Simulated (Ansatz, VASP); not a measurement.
## Te2Mo: VASP beside Ansatz

File POSCAR:

```
Te2Mo
1.0
    3.4544184911      0.0000000000      0.0000000000
   -1.7272092455      2.9916141686      0.0000000000
    0.0000000000      0.0000000000     17.5238001931
Te Mo
2 1
Direct
    0.3333333333      0.6666666667      0.8979077081
    0.3333333333      0.6666666667      0.1020922919
    0.0000000000      0.0000000000      0.0000000000
```

The input INCAR.step1:

```
PREC     = Accurate       # precision mode
ENCUT    = 520            # plane-wave cutoff, eV
ISMEAR   = 0              # smearing method
SIGMA    = 0.05           # smearing width, eV
LREAL    = F              # projectors in reciprocal space
LASPH    = T              # aspherical terms in the spheres
NELM     = 80             # most SCF steps
NBANDS   = 20             # bands
GGA      = PE             # functional
ALGO     = Normal         # electronic algorithm
EDIFF    = 1E-4           # SCF threshold, eV
LWAVE    = T              # write WAVECAR
LCHARG   = F              # write CHGCAR
```

The input INCAR.step2:

```
PREC     = Accurate       # precision mode
ENCUT    = 520            # plane-wave cutoff, eV
EDIFF    = 1E-7           # SCF threshold, eV
ISMEAR   = 0              # smearing method
SIGMA    = 0.05           # smearing width, eV
LREAL    = F              # projectors in reciprocal space
LASPH    = T              # aspherical terms in the spheres
NELM     = 80             # most SCF steps
ALGO     = Normal         # electronic algorithm
ISIF     = 2              # what is computed and relaxed
LWAVE    = F              # write WAVECAR
LCHARG   = F              # write CHGCAR
METAGGA  = R2SCAN         # meta-GGA
LMIXTAU  = T            
NBANDS   = 20             # bands
ISTART   = 1
```

File KPOINTS:

```
Automatic mesh
0
Gamma
  12 12 2
```

Input for Ansatz:

```yaml
crystal:
  lattice:
    - [3.4544184911, 0.0, 0.0]
    - [-1.7272092455, 2.9916141686, 0.0]
    - [0.0, 0.0, 17.5238001931]
  atoms:
    - { symbol: Te, position: [0.3333333333, 0.6666666667, 0.8979077081] }
    - { symbol: Te, position: [0.3333333333, 0.6666666667, 0.1020922919] }
    - { symbol: Mo, position: [0.0, 0.0, 0.0] }
basis:
  ecutwfc: 500
kpoints:
  mp_grid: { grid: [12, 12, 2] }
hamiltonian:
  xc: r2scan
scf:
  occupations: { method: gaussian, width: 0.05 }
output:
  forces: true
  stress: true
  eigenvalues: true
```

Change from the starting cell: strain -0.0300 x Voigt [1, 1, 0, 0, 0, 0], atoms carried along.

Alike in both runs: task single point; functional r2SCAN; k mesh 12 × 12 × 2; occupations gaussian, width 0.05 eV; no spin polarisation.

```csv
,VASP,Ansatz
version,VASP 6.6.1,Ansatz 0.2.0
potentials or method,"VASP PAW PBE potentials, release 64 (Te, Mo_sv), cutoff 520 eV","scalar-relativistic, plane waves, PAW"
valence electrons in the cell,26,46
```

Ansatz gave:

| Quantity | Value |
| --- | --- |
| gap on the k mesh at the Fermi level (eV) | 1.36 |
| least direct gap on the mesh (eV) | 1.36 |
| rms of the force components (eV/Å) | 0.286 |

Question: Estimate VASP's values.

Answer: gap on the k mesh at the Fermi level (eV): 1.36; least direct gap on the mesh (eV): 1.36; rms of the force components (eV/Å): 0.300.

VASP's potentials were made for PBE, not for r2SCAN. Atom by atom the forces differ by 0.013 eV/Å (rms over components). VASP's potentials hold 26 valence electrons a cell and Ansatz's 46, so a difference there can come from the potentials and not from the codes.

Neither program's run includes spin-orbit coupling.
